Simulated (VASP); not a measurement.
Input of a VASP 6.6.1 run:

INCAR

```
SYSTEM = MgO
PREC     = Accurate       ! precision mode
ENCUT    = 520            ! plane-wave cutoff, eV
EDIFF    = 1E-7           ! SCF threshold, eV
ISMEAR   = 0              ! smearing method
SIGMA    = 0.05           ! smearing width, eV
LREAL    = .False.        ! projectors in reciprocal space
LASPH    = .True.         ! aspherical terms in the spheres
NELM     = 80             ! most SCF steps
ALGO     = Normal         ! electronic algorithm
ISIF     = 2              ! what is computed and relaxed
LWAVE    = .False.        ! write WAVECAR
LCHARG   = .False.        ! write CHGCAR
GGA      = PS             ! functional
NBANDS   = 16             ! bands
```

KPOINTS

```
Automatic mesh
0
Gamma
  9 9 6
  0 0 0
```

The input POSCAR:

```
MgO
1.0
    3.4475011961      0.0000000000      0.0000000000
   -1.7237505981      2.9856236154      0.0000000000
    0.0000000000      0.0000000000      4.1379815604
Mg O
2 2
Direct
    0.6666666667      0.3333333333      0.7500000000
    0.3333333333      0.6666666667      0.2500000000
    0.6666666667      0.3333333333      0.2500000000
    0.3333333333      0.6666666667      0.7500000000
```

Potentials or basis: VASP PAW PBE potentials, release 64 (Mg, O).

Command:

```console
$ cat potpaw_PBE.64/Mg/POTCAR potpaw_PBE.64/O/POTCAR > POTCAR
$ mpirun -np 1 vasp_std > vasp.out
```

Problem. Estimate the band gap on the k mesh.

Solution. 3.47 eV, direct.

Problem. Estimate the pressure.

Solution. 5.4 GPa.

Stress tensor (GPa, compression positive):
```
5.30 0.00 0.00
0.00 5.30 0.00
0.00 0.00 5.62
```

Caveat: the PAW data sets were made with another functional, which shifts forces and pressure a little.
